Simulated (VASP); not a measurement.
# Ta2Al3 (P6/mmm) in VASP: further runs

Runs on Ta2Al3. Level: PBE. Tasks: single point, relaxation of cell and atoms.

All numbers are computed with VASP 6.6.1; they aren't measurements. Logs are shortened: lines on timing, memory, paths and dates and some standing lists are left out, and cuts for length are marked.

### Step 1. The cell of the first run

Symmetry: P6/mmm, No. 191, hexagonal system. Conventional cell: a = 5.405 Å, b = 5.405 Å, c = 4.920 Å, α = 90.00°, β = 90.00°, γ = 120.00°. Within 3.2 Å of Ta (site symmetry 6/mmm) lie 2 Ta at 2.46 Å and 6 Al at 2.70 Å. Within 3.2 Å of Ta (site symmetry 6/mmm) lie 2 Ta at 2.46 Å. Within 3.7 Å of Al (site symmetry mmm) lie 4 Al at 2.70 Å and 6 Ta at 2.70 to 3.65 Å.

The cell was generated, and may not be a known phase.

### Step 2. Single point, PBE

Contents of INCAR:

```
  PREC = Accurate
  ENCUT = 520
  EDIFF = 1E-7
  ISMEAR = 0
  SIGMA = 0.1
  LREAL = F
  LASPH = T
  NELM = 60
  ALGO = Fast
  ISIF = 2
  LWAVE = F
  LCHARG = F
  GGA = PE
  NBANDS = 24
```

Contents of KPOINTS:

```
regular mesh
0
Gamma
  12 12 8
```

Contents of POSCAR:

```
Ta2Al3
1.0
    5.4047033727      0.0000000000      0.0000000000
   -2.7023516863      4.6806104207      0.0000000000
    0.0000000000      0.0000000000      4.9202509690
Ta Al
2 3
Direct
    0.0000000000      0.0000000000      0.5000000000
    0.0000000000      0.0000000000      0.0000000000
    0.5000000000      0.0000000000      0.5000000000
    0.0000000000      0.5000000000      0.5000000000
    0.5000000000      0.5000000000      0.5000000000
```

Potentials or basis: VASP PAW PBE potentials, release 64 (Ta_pv, Al).

Started as:

```console
> cat potpaw_PBE.64/Ta_pv/POTCAR potpaw_PBE.64/Al/POTCAR > POTCAR
> mpirun -np 1 vasp_std > vasp.out
```

OUTCAR:

```text
PREC = Accurate
   ENCUT = 520
   EDIFF = 1E-7
   ISMEAR = 0
   LREAL = F
   LASPH = T
   NELM = 60
   ISIF = 2
   GGA = PE

 ion  position               nearest neighbor table
   1  0.000  0.000  0.500-   2 2.46   2 2.46   4 2.70   4 2.70   3 2.70   3 2.70   5 2.70   5 2.70

   2  0.000  0.000  0.000-   1 2.46   1 2.46
   3  0.500  0.000  0.500-   5 2.70   5 2.70   1 2.70   1 2.70   4 2.70   4 2.70
   4  0.000  0.500  0.500-   1 2.70   1 2.70   5 2.70   5 2.70   3 2.70   3 2.70
   5  0.500  0.500  0.500-   3 2.70   3 2.70   4 2.70   4 2.70   1 2.70   1 2.70

  LATTYP: Found a hexagonal cell.
 ALAT       =     5.4047033727
 C/A-ratio  =     0.9103646638

  Lattice vectors:

 A1 = (   5.4047033727,   0.0000000000,   0.0000000000)
 A2 = (  -2.7023516863,   4.6806104207,   0.0000000000)
 A3 = (   0.0000000000,   0.0000000000,   4.9202509690)

Analysis of symmetry for initial positions (statically):
=====================================================================
 Subroutine PRICEL returns:
 Original cell was already a primitive cell.

 Routine SETGRP: Setting up the symmetry group for a
 hexagonal supercell.

 Subroutine GETGRP returns: Found 24 space group operations
 (whereof 24 operations were pure point group operations)
 out of a pool of 24 trial point group operations.

The static configuration has the point symmetry D_6h.

Analysis of symmetry for dynamics (positions and initial velocities):
=====================================================================
 Subroutine PRICEL returns:
 Original cell was already a primitive cell.

 Routine SETGRP: Setting up the symmetry group for a
 hexagonal supercell.

 Subroutine GETGRP returns: Found 24 space group operations
 (whereof 24 operations were pure point group operations)
 out of a pool of 24 trial point group operations.

The dynamic configuration has the point symmetry D_6h.

 Subroutine INISYM returns: Found 24 space group operations
 (whereof 24 operations are pure point group operations),
 and found     1 'primitive' translations

----------------------------------------------------------------------------------------

                                     Primitive cell

  volume of cell :     124.4691

  direct lattice vectors                    reciprocal lattice vectors
     5.404703373  0.000000000  0.000000000     0.185024030  0.106823674  0.000000000
[... 88 lines left out ...]
   LSORBIT =      F    spin-orbit coupling
   LASPH  =      T    aspherical Exc in radial PAW
   ENCUT  =  520.0 eV  38.22 Ry    6.18 a.u.  10.05 10.05  9.15*2*pi/ulx,y,z
   NELM   =     60;   NELMIN=  2; NELMDL= -5     # of ELM steps
   EDIFF  = 0.1E-06   stopping-criterion for ELM
   LREAL  =      F    real-space projection
   EDIFFG = 0.1E-05   stopping-criterion for IOM
   NSW    =      0    number of steps for IOM
   IBRION =     -1    ionic relax: 0-MD 1-quasi-New 2-CG
   NFREE  =      0    steps in history (QN), initial steepest desc. (CG)
   ISIF   =      2    stress and relaxation
   ISYM   =      2    0-nonsym 1-usesym 2-fastsym
   POTIM  = 0.5000    time-step for ionic-motion
   TEBEG  =    0.0;   TEEND  =   0.0 temperature during run
   PSTRESS=    0.0 pullay stress
   NELECT =      31.0000    total number of electrons
   NUPDOWN=      -1.0000    fix difference up-down
   EMIN   =  10.00;   EMAX   =-10.00  energy-range for DOS
   EFERMI =   0.00;   METHOD = LEGACY
   ISMEAR =     0;   SIGMA  =   0.10  broadening in eV -4-tet -1-fermi 0-gaus
   EFERMI_NEDOS =   21; number of points for ismear=-14 and -15
   IALGO  =     68    algorithm
   IMIX   =      4    mixing-type and parameters
     AMIX     =   0.40;   BMIX     =  1.00
     AMIX_MAG =   1.60;   BMIX_MAG =  1.00
  volume/ion in A,a.u.               =      24.89       167.99
  Fermi-wavevector in a.u.,A,eV,Ry     =   1.030010  1.946437 14.434707  1.060921
  Thomas-Fermi vector in A             =   2.164087
   LORBIT       =      0    0 simple, 1 ext, 2 COOP (PROOUT), +10 PAW based schemes
   GGA     = PE    functional components
   LHFCALC =     F    Hartree Fock is set to
   AEXX    =    0.0000 exact exchange contribution
   IVDW    =     0    specifies the selected vdW correction
   LEPSILON=     F    determine dielectric tensor
   LRPA    =     F    only Hartree local field effects (RPA)
 non-spin polarized calculation
 RMM-DIIS sequential band-by-band and
 Gauss-broadening in eV      SIGMA  =   0.10
  energy-cutoff  :      520.00
  volume of cell :      124.47
 maximum number of plane-waves:      3378
   NGX = 21   NGY = 21   NGZ = 19

 number of electron      31.0000003 magnetization

 Free energy of the ion-electron system (eV)
  ---------------------------------------------------
  ext. energy  EPLUGINS =         0.00000000
  ---------------------------------------------------
  free energy    TOTEN  =       -30.64641442 eV

  energy without entropy =      -30.62670734  energy(sigma->0) =      -30.63656088

 E-fermi :   3.6227     XC(G=0):  -9.2566

 val. band max:        3.6171171863   @ k =   0.3333   0.2500   0.3750
 cond. band min:       3.6264032110   @ k =   0.1667   0.1667   0.5000
 fundamental gap:      0.0092860246
 Fermi energy:         3.6226517497

 k-point     1 :       0.0000    0.0000    0.0000
  band No.  band energies     occupation
      1     -32.1983      2.00000
      2     -31.7114      2.00000
      3     -31.7114      2.00000
      4     -29.8807      2.00000
      5     -29.8807      2.00000
      6     -29.1542      2.00000
[... 637 lines left out ...]
     23       7.6248      0.00000
     24       7.9061      0.00000

 [... further k-points ...]
[... 5 lines left out ...]
  --------------------------------------------------------------------------------------
  -------------------------------------------------------------------------------------
  Total        0.0068367      0.0068367      0.1571168      0.0000000      0.0000000      0.0000000
  in kB        0.0880027      0.0880027      2.0224212      0.0000000      0.0000000      0.0000000
  external PRESSURE =       0.7328089 kB  Pullay stress =       0.0000000 kB

 VOLUME and BASIS-vectors are now :
 -----------------------------------------------------------------------------
  energy-cutoff  :      520.00
  volume of cell :      124.47
      direct lattice vectors                 reciprocal lattice vectors
     5.404703373  0.000000000  0.000000000     0.185024030  0.106823674  0.000000000
    -2.702351686  4.680610421  0.000000000     0.000000000  0.213647347  0.000000000
     0.000000000  0.000000000  4.920250969     0.000000000  0.000000000  0.203241665

 POSITION                                       TOTAL-FORCE (eV/Angst)
 -----------------------------------------------------------------------------------
      0.00000      0.00000      2.46013        -0.000000      0.000000      0.000000
      0.00000      0.00000      0.00000        -0.000000      0.000000      0.000000
      2.70235      0.00000      2.46013         0.000000      0.000000      0.000000
     -1.35118      2.34031      2.46013        -0.000000      0.000000      0.000000
      1.35118      2.34031      2.46013        -0.000000      0.000000      0.000000
 -----------------------------------------------------------------------------------
    total drift:                                0.000000     -0.000000     -0.000000

  FREE ENERGIE OF THE ION-ELECTRON SYSTEM (eV)
  ---------------------------------------------------
  free  energy   TOTEN  =       -30.6464144195 eV

  energy  without entropy=      -30.6267073443  energy(sigma->0) =      -30.63656088
```

OSZICAR:

```text
N       E                     dE             d eps       ncg     rms          rms(c)
DAV:   1     0.168531887550E+03    0.16853E+03   -0.14752E+04  5112   0.110E+03
DAV:   2    -0.265319116745E+02   -0.19506E+03   -0.18444E+03  5496   0.266E+02
DAV:   3    -0.337692129798E+02   -0.72373E+01   -0.69694E+01  6168   0.449E+01
DAV:   4    -0.339530462376E+02   -0.18383E+00   -0.18316E+00  5504   0.705E+00
DAV:   5    -0.339586448352E+02   -0.55986E-02   -0.55956E-02  6712   0.120E+00    0.185E+01
RMM:   6    -0.314766359796E+02    0.24820E+01   -0.12666E+01  5251   0.122E+01    0.110E+01
RMM:   7    -0.307792560667E+02    0.69738E+00   -0.14300E+00  4787   0.664E+00    0.700E+00
RMM:   8    -0.306572873486E+02    0.12197E+00   -0.83776E-01  5384   0.507E+00    0.195E+00
RMM:   9    -0.306507903403E+02    0.64970E-02   -0.11128E-01  5962   0.176E+00    0.100E+00
RMM:  10    -0.306471472141E+02    0.36431E-02   -0.24114E-02  6182   0.730E-01    0.819E-01
RMM:  11    -0.306465338408E+02    0.61337E-03   -0.10373E-02  5420   0.555E-01    0.357E-01
RMM:  12    -0.306464511324E+02    0.82708E-04   -0.35941E-03  5968   0.249E-01    0.690E-02
RMM:  13    -0.306464210721E+02    0.30060E-04   -0.71766E-04  6383   0.122E-01    0.432E-02
RMM:  14    -0.306464094913E+02    0.11581E-04   -0.12678E-04  6156   0.542E-02    0.375E-02
RMM:  15    -0.306464145404E+02   -0.50491E-05   -0.23822E-05  6273   0.257E-02    0.259E-02
RMM:  16    -0.306464140830E+02    0.45744E-06   -0.98838E-06  6120   0.163E-02    0.739E-03
RMM:  17    -0.306464143804E+02   -0.29739E-06   -0.24785E-06  6142   0.778E-03    0.457E-03
RMM:  18    -0.306464144195E+02   -0.39127E-07   -0.37448E-07  4574   0.299E-03
   1 F= -.30646414E+02 E0= -.30636561E+02  d E =-.197071E-01
```

stdout:

```text
POSCAR found type information on POSCAR TaAl
 POSCAR found :  2 types and       5 ions
 scaLAPACK will be used
 LDA part: xc-table for (Slater+PW92), standard interpolation
 POSCAR, INCAR and KPOINTS ok, starting setup
 FFT: planning ... GRIDC
 FFT: planning ... GRID_SOFT
 FFT: planning ... GRID
 WAVECAR not read
 entering main loop
```

Wall time 10 min (1 thread of Intel Xeon 8259CL, shared host); peak memory 0.41 GiB.

What came out:

```yaml
Free_energy: -30.6464 eV
Pressure: 0.1 GPa
Band_gap_on_the_k_mesh: zero (an odd number of electrons rules out a gap without spin polarisation)
```

Caveat: spin-orbit coupling is left out, which moves the levels of the heavy elements.

### Step 3. Relaxation of cell and atoms, PBE

This run uses another cell than the first one, of 24.56 Å³/atom.

Contents of INCAR:

```
  PREC = Accurate
  ENCUT = 600
  EDIFF = 1E-6
  ISMEAR = 0
  SIGMA = 0.1
  LREAL = False
  LASPH = True
  NELM = 60
  ALGO = Fast
  ISIF = 3
  LWAVE = False
  LCHARG = False
  GGA = PE
  IBRION = 2
  NSW = 100
  EDIFFG = -0.01
```

Contents of KPOINTS:

```
Automatic mesh
0
Gamma
  12 12 8
```

Changes to POSCAR since step 2:

```diff
@@ -2,5 +2,5 @@
 1.0
-    5.4047033727      0.0000000000      0.0000000000
-   -2.7023516863      4.6806104207      0.0000000000
-    0.0000000000      0.0000000000      4.9202509690
+    5.3983331203      0.0000000000      0.0000000000
+   -2.6991665601      4.6750936202      0.0000000000
+    0.0000000000      0.0000000000      4.8663553319
 Ta Al
```

Potentials or basis: VASP PAW PBE potentials, release 64 (Ta_pv, Al).

Started as:

```console
> cat potpaw_PBE.64/Ta_pv/POTCAR potpaw_PBE.64/Al/POTCAR > POTCAR
> mpirun -np 1 vasp_std > vasp.out
```

Run time: 34 min. Hardware: 1 thread of Intel Xeon 8259CL, shared host; peak memory 0.49 GiB.

It converged, with:

```
Free energy                           : -30.6469 eV
Relaxed volume                        : 24.92 Å³/atom
Relaxed cell                          : a = 5.405 Å, b = 5.405 Å, c = 4.925 Å, α = 90.00°, β = 90.00°, γ = 120.00°
Space group after relaxing (to 0.1 Å) : P6/mmm (No. 191)
Energy gained by relaxing             : 2.7 meV/atom
Ionic steps                           : 3
Pressure after relaxing               : 0.0 GPa
Band gap on the k mesh                : zero (an odd number of electrons rules out a gap without spin polarisation)
```

Step by step:
| step | energy change (eV) | largest force (eV/Å) | pressure (GPa) | volume (Å³) |
| --- | --- | --- | --- | --- |
| 1 | 0.0000 | 0.0000 | 1.19 | 122.82 |
| 2 | -0.0052 | 0.0000 | -0.78 | 126.06 |
| 3 | -0.0135 | 0.0000 | 0.00 | 124.60 |

Final structure:
```yaml
crystal:
  lattice:
    - [5.40510, 0.00000, 0.00000]
    - [-2.70255, 4.68095, 0.00000]
    - [0.00000, 0.00000, 4.92470]
  atoms:
    - { symbol: Ta, position: [0.00000, 0.00000, 0.50000] }
    - { symbol: Ta, position: [0.00000, 0.00000, 0.00000] }
    - { symbol: Al, position: [0.50000, 0.00000, 0.50000] }
    - { symbol: Al, position: [0.00000, 0.50000, 0.50000] }
    - { symbol: Al, position: [0.50000, 0.50000, 0.50000] }
```

Levels at points of the mesh, in eV from the Fermi level:
```tsv
k point	band 11	band 12	band 13	band 14	band 15	band 16	band 17	band 18	band 19
(0.00, 0.00, 0.00)	-2.68	-2.44	-2.44	-1.12	-1.12	-0.99	-0.71	0.97	1.70
(0.50, 0.00, 0.00)	-2.86	-2.81	-2.55	-1.58	0.11	0.88	0.90	1.29	1.93
(0.00, 0.00, 0.50)	-2.55	-1.82	-1.82	-0.37	-0.37	-0.23	-0.23	0.89	1.12
(0.50, 0.00, 0.50)	-2.51	-2.40	-1.15	-0.83	-0.18	0.30	0.51	1.10	1.31
```

Caveat: spin-orbit coupling is left out, which moves the levels of the heavy elements.
